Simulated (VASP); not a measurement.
The system is GaB.

```xyz
2
Lattice="2.7182 0.0000 0.0000 0.0000 2.7182 0.0000 0.0000 0.0000 3.2362" Properties=species:S:1:pos:R:3 pbc="T T T"
Ga    1.3591    1.3591    1.6181
B     0.0000    0.0000    0.0000
```

Base run:

* Program: VASP 6.6.1
* Functional: r2SCAN
* Potentials or basis: VASP PAW PBE potentials, release 64 (Ga_d, B)
* Cutoff: 520 eV
* k mesh: 7 × 7 × 6
* Occupations: fermi-dirac, width 0.05 eV
* Spin: no spin polarisation

Its results: band gap on the k mesh zero (bands 8 and 9 overlap by 8.00 eV); pressure -1.8 GPa.

Problem. The run is repeated on the same cell with these changes: functional from r2SCAN to PBEsol-based global hybrid with 25 % exact exchange; k mesh from 7 × 7 × 6 to 5 × 5 × 4. What comes out?

Solution. Band gap on the k mesh zero (bands 8 and 9 overlap by 8.70 eV); pressure -7.2 GPa.

Several settings changed at once.

Caveats: some runs use coarse meshes; the PAW data sets were made with another functional, which shifts forces and pressure a little.
